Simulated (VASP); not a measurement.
A run of VASP 6.6.1 is set up as follows.

The input INCAR:

```
  ALGO = Normal
  EDIFF = 1E-6
  ENCUT = 520
  GGA = PE
  ISIF = 2
  ISMEAR = 0
  LASPH = True
  LCHARG = False
  LREAL = False
  LWAVE = False
  NBANDS = 22
  NELM = 80
  PREC = Accurate
  SIGMA = 0.15
```

KPOINTS

```
k-points
0
Gamma
  10 10 10
```

The input POSCAR:

```
InSb3
1.0
    4.6096936551      0.0000000000      0.0000000000
    0.0000000000      4.6096936551      0.0000000000
    0.0000000000      0.0000000000      5.5297885087
In Sb
1 3
Direct
    0.0000000000      0.0000000000      0.0000000000
    0.5000000000      0.0000000000      0.5000000000
    0.0000000000      0.5000000000      0.5000000000
    0.5000000000      0.5000000000      0.0000000000
```

Potentials or basis: VASP PAW PBE potentials, release 64 (In_d, Sb).

Run with:

```bash
$ cat potpaw_PBE.64/In_d/POTCAR potpaw_PBE.64/Sb/POTCAR > POTCAR
$ mpirun -np 1 vasp_std > vasp.out
```

Q: Estimate the band gap on the k mesh.

A: Zero (band 14 reaches 8.88 eV, above the bottom of band 15 at 5.67 eV).

Q: Estimate the pressure.

A: -2.3 GPa.

Stress tensor (GPa, compression positive):
```
-2.20  0.00  0.00
 0.00 -2.20  0.00
 0.00  0.00 -2.42
```

Caveat: spin-orbit coupling is left out, which moves the levels of the heavy elements.
